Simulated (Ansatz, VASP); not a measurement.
Two plane-wave programs on TiO2

The input INCAR:

```
SYSTEM = TiO2
PREC = Accurate
ENCUT = 520
EDIFF = 1E-6
ISMEAR = -1
SIGMA = 0.05
LREAL = .FALSE.
LASPH = .TRUE.
NELM = 80
ALGO = Normal
ISIF = 2
LWAVE = .FALSE.
LCHARG = .FALSE.
GGA = PE
IVDW = 13
NBANDS = 33
```

Contents of KPOINTS:

```
regular mesh
0
G
  6 6 9
  0 0 0
```

File POSCAR:

```
TiO2
1.0
    4.5059367448      0.0000000000      0.0000000000
    0.0000000000      4.5059367448      0.0000000000
    0.0000000000      0.0000000000      2.8988044961
Ti O
2 4
Direct
    0.0000000000      0.0000000000      0.5000000000
    0.5000000000      0.5000000000      0.0000000000
    0.3043213200      0.3043213200      0.5000000000
    0.1956786800      0.8043213200      0.0000000000
    0.8043213200      0.1956786800      0.0000000000
    0.6956786800      0.6956786800      0.5000000000
```

Contents of input.yaml:

```yaml
crystal:
  lattice:
    - [4.5059367448, 0.0, 0.0]
    - [0.0, 4.5059367448, 0.0]
    - [0.0, 0.0, 2.8988044961]
  atoms:
    - { symbol: Ti, position: [0.0, 0.0, 0.5] }
    - { symbol: Ti, position: [0.5, 0.5, 0.0] }
    - { symbol: O, position: [0.30432132, 0.30432132, 0.5] }
    - { symbol: O, position: [0.19567868, 0.80432132, 0.0] }
    - { symbol: O, position: [0.80432132, 0.19567868, 0.0] }
    - { symbol: O, position: [0.69567868, 0.69567868, 0.5] }
hamiltonian:
  xc: pbe
  pseudopotentials: { kind: paw }
  dispersion: d4
kpoints:
  mp_grid: { grid: [6, 6, 9] }
scf:
  occupations: { method: fermi_dirac, width: 0.05 }
output:
  forces: true
  stress: true
  eigenvalues: true
  write_density: true
  write_potential: true
  elf: true
  volumetric_format: npy
```

Alike in both runs: task single point; functional PBE; dispersion D4; k mesh 6 × 6 × 9; occupations fermi-dirac, width 0.05 eV; no spin polarisation.

```csv
,VASP,Ansatz
version,VASP 6.6.1,Ansatz 0.2.0
potentials or method,"VASP PAW PBE potentials, release 64 (Ti_sv, O)",Ansatz PAW
plane-wave cutoff (eV),520,420
valence electrons in the cell,48,48
```

Ansatz gave:

```
gap on the k mesh at the Fermi level (eV)                     : 2.02
least direct gap on the mesh (eV)                             : 2.02
pressure (GPa)                                                : 16.8
traceless stress, the component that is largest in VASP (GPa) : 2.31
rms of the force components (eV/Å)                            : 0.134
```

**Question.** Estimate VASP's values.

**Answer.** gap on the k mesh at the Fermi level (eV): 1.99; least direct gap on the mesh (eV): 1.99; pressure (GPa): 17.6; traceless stress, the component that is largest in VASP (GPa): 2.52; rms of the force components (eV/Å): 0.147.

Atom by atom the forces differ by 0.013 eV/Å (rms over components).

Noted on Ansatz's run: odd divisions of the mesh miss points on the zone boundary, where band edges often lie, so the gap on the mesh can be too wide.
